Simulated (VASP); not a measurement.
**CsSnI3: single point with PBE**

Crystal: CsSnI3.

```
CELL_PARAMETERS angstrom
6.24149 0.00000 0.00000
0.00000 6.24149 0.00000
0.00000 0.00000 6.05425
ATOMIC_POSITIONS crystal
Cs 0.00000 0.00000 0.00000
Sn 0.50000 0.50000 0.50000
I 0.50000 0.50000 0.00000
I 0.50000 0.00000 0.50000
I 0.00000 0.50000 0.50000
```

This cell differs from its parent crystal: uniaxial z strain -3.0%.

```
Program             : VASP 6.6.1
Task                : single point
Functional          : PBE
Potentials or basis : VASP PAW PBE potentials, release 64 (Cs_sv, Sn_d, I)
Cutoff              : 520 eV
k mesh              : 4 × 4 × 4
Occupations         : fermi-dirac, width 0.02 eV
Spin                : no spin polarisation
```

The pressure is 1.1 GPa. The band gap on the k mesh is 0.16 eV, direct.

Stress tensor (GPa, compression positive):
```
0.68 0.00 0.00
0.00 0.68 0.00
0.00 0.00 1.97
```

Levels at points of the mesh, in eV from the valence-band top:
```tsv
k point	band 20	band 21	band 22	band 23	band 24	band 25
(0.00, 0.00, 0.00)	-2.31	-2.29	-2.29	2.08	2.94	3.01
(0.50, 0.00, 0.00)	-2.43	-2.41	-1.72	0.99	3.60	3.82
(0.50, 0.50, 0.00)	-2.64	-1.91	-0.96	0.70	0.70	4.09
(0.00, 0.00, 0.50)	-2.44	-2.44	-1.48	1.05	3.74	3.83
(0.50, 0.00, 0.50)	-2.64	-1.85	-0.74	0.59	0.77	3.74
(0.50, 0.50, 0.50)	-1.83	-1.83	0.00	0.16	0.16	0.37
```

It took 2.8 min on 1 thread of Oxide Virtual Turin-like Processor, on a shared host, peak memory 0.36 GiB.

Caveat: the cell differs from its parent crystal (uniaxial z strain -3.0%); spin-orbit coupling is left out, which moves the levels of the heavy elements. A k mesh can miss the band edges.
